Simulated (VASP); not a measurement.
Write the native input for VASP 6.6.1 that does the following.

- Task: single point
- Functional: r2SCAN
- Potentials or basis: VASP PAW PBE potentials, release 64 (Te, Mo_sv)
- Cutoff: 550 eV
- k mesh: 9 × 9 × 2
- Occupations: gaussian, width 0.05 eV
- Spin: no spin polarisation
- Dipole correction: no
- Further INCAR settings: ALGO = Normal; EDIFF = 1e-06; NBANDS = 35; ISYM = 0

The system is Te2Mo.

```
Te Mo
1.0
    -3.56355    0.00000    0.00000
    -1.78177   -3.08612    0.00000
    -1.78177    0.00000   14.72622
Te Mo
4 2
Direct
  0.01909 0.33333 0.62848
  0.60242 0.66667 0.12848
  0.89758 0.33333 0.87152
  0.48091 0.66667 0.37152
  0.20833 0.33333 0.25000
  0.29167 0.66667 0.75000
```

This cell differs from its parent crystal: the part above a cut slid along it.

These files were run (other wordings do the same):

POSCAR

```
Te2Mo
1.0
   -3.5635452172      0.0000000000      0.0000000000
   -1.7817726086     -3.0861206856      0.0000000000
   -1.7817726086      0.0000000000     14.7262210532
Te Mo
4 2
Direct
    0.0190913558      0.3333333333      0.6284839550
    0.6024246892      0.6666666667      0.1284839550
   -0.1024246892      0.3333333333      0.8715160450
    0.4809086442      0.6666666667      0.3715160450
    0.2083333333      0.3333333333      0.2500000000
    0.2916666667      0.6666666667      0.7500000000
```

INCAR.step1

```
SYSTEM = Te2Mo
PREC     = Accurate       ! precision mode
ENCUT    = 550            ! plane-wave cutoff, eV
ISMEAR   = 0              ! smearing method
SIGMA    = 0.05           ! smearing width, eV
LREAL    = .FALSE.        ! projectors in reciprocal space
LASPH    = .TRUE.         ! aspherical terms in the spheres
NELM     = 120            ! most SCF steps
ISYM     = 0            
NBANDS   = 35             ! bands
GGA      = PE             ! functional
ALGO     = Normal         ! electronic algorithm
EDIFF    = 1E-5           ! SCF threshold, eV
LWAVE    = .TRUE.         ! write WAVECAR
LCHARG   = .FALSE.        ! write CHGCAR
GGA_COMPAT= .FALSE.
```

INCAR.step2

```
SYSTEM = Te2Mo
PREC     = Accurate       ! precision mode
ENCUT    = 550            ! plane-wave cutoff, eV
EDIFF    = 1E-6           ! SCF threshold, eV
ISMEAR   = 0              ! smearing method
SIGMA    = 0.05           ! smearing width, eV
LREAL    = .FALSE.        ! projectors in reciprocal space
LASPH    = .TRUE.         ! aspherical terms in the spheres
NELM     = 120            ! most SCF steps
ALGO     = Normal         ! electronic algorithm
ISIF     = 2              ! what is computed and relaxed
LWAVE    = .FALSE.        ! write WAVECAR
LCHARG   = .TRUE.         ! write CHGCAR
METAGGA  = R2SCAN         ! meta-GGA
LMIXTAU  = .TRUE.       
LELF     = .TRUE.         ! ELF
LVHAR    = .TRUE.       
ISYM     = 0            
NBANDS   = 35             ! bands
ISTART   = 1            
GGA_COMPAT= .FALSE.
```

KPOINTS

```
regular mesh
0
G
  9 9 2
  0 0 0
```

Potentials or basis: VASP PAW PBE potentials, release 64 (Te, Mo_sv).

Launch:

```console
$ cat potpaw_PBE.64/Te/POTCAR potpaw_PBE.64/Mo_sv/POTCAR > POTCAR
$ cp INCAR.step1 INCAR
$ mpirun -np 1 vasp_std > vasp.out
$ cp INCAR.step2 INCAR
$ mpirun -np 1 vasp_std > vasp.out
```

Results of the run:

The pressure is 0.4 GPa and the largest force is 0.122 eV/Å. The band gap on the k mesh is 1.03 eV (least direct gap 1.08 eV).

Caveat: the cell differs from its parent crystal (the part above a cut slid along it); the PAW data sets were made with another functional, which shifts forces and pressure a little; spin-orbit coupling is left out, which moves the levels of the heavy elements.

Wall time 50 min on 1 thread of Oxide Virtual Turin-like Processor, with other jobs on the host, peak memory 0.57 GiB.
